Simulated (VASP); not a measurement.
Write the native input for VASP 6.6.1 that does the following.

| Property | Result |
| --- | --- |
| Task | single point |
| Functional | PBE |
| Dispersion | D3(BJ) |
| Potentials or basis | VASP PAW PBE potentials, release 64 (Li_sv, H) |
| Cutoff | 520 eV |
| k mesh | 4 × 4 × 4 |
| Occupations | gaussian, width 0.1 eV |
| Spin | no spin polarisation |
| Dipole correction | no |
| Further INCAR settings | LREAL = Auto; ALGO = Normal; EDIFF = 1e-06; NBANDS = 38 |

The structure of Li16H (a cell with a defect) lies in POSCAR:

```
Li16H
1.0
    6.9800000000      0.0000000000      0.0000000000
    0.0000000000      6.9800000000      0.0000000000
    0.0000000000      0.0000000000      6.9800000000
Li H
16 1
Direct
    0.0203837359      0.0003090859     -0.0144427125
    0.4976314359      0.0006378141      0.0293939400
   -0.0163180956      0.5003099703     -0.0108674211
    0.0203616111      0.0003116741      0.5143803689
    0.2282437158      0.2654530417      0.2500563093
    0.5091165806      0.5007930155      0.0105406047
    0.4976975319      0.0006603762      0.4706210475
    0.7535791502      0.2251061195      0.2501162828
   -0.0162879373      0.5003160173      0.5109563773
    0.2283541848      0.7343753846      0.2500545286
    0.2677546451      0.2572591857      0.7500493624
    0.5091427518      0.5008002226      0.4894678227
    0.7541454961      0.7748197671      0.2500947337
    0.7390339636      0.2387509198      0.7501353863
    0.2680731941      0.7434565814      0.7500423143
    0.7393685228      0.7611895539      0.7501268864
    0.6293699135     -0.0009071296      0.2498583689
```

One way to write it, as run:

INCAR

```
PREC     = Accurate       # precision mode
ENCUT    = 520            # plane-wave cutoff, eV
EDIFF    = 1E-6           # SCF threshold, eV
ISMEAR   = 0              # smearing method
SIGMA    = 0.1            # smearing width, eV
LREAL    = Auto         
LASPH    = True           # aspherical terms in the spheres
NELM     = 60             # most SCF steps
ALGO     = Normal         # electronic algorithm
ISIF     = 2              # what is computed and relaxed
LWAVE    = False          # write WAVECAR
LCHARG   = False          # write CHGCAR
GGA      = PE             # functional
IVDW     = 12             # dispersion correction
NBANDS   = 38             # bands
```

KPOINTS

```
Automatic mesh
0
Gamma
  4 4 4
```

Potentials or basis: VASP PAW PBE potentials, release 64 (Li_sv, H).

The run is started by

```console
$ cat potpaw_PBE.64/Li_sv/POTCAR potpaw_PBE.64/H/POTCAR > POTCAR
$ mpirun -np 1 vasp_std > vasp.out
```

It gave:

The largest force is 0.025 eV/Å. The band gap on the k mesh is zero (an odd number of electrons rules out a gap without spin polarisation). The dispersion energy per atom is -0.157 eV.

Wall time 5 min on 1 thread of Intel(R) Xeon(R) 6975P-C (Granite Rapids), with other jobs on the host, peak memory 0.53 GiB.
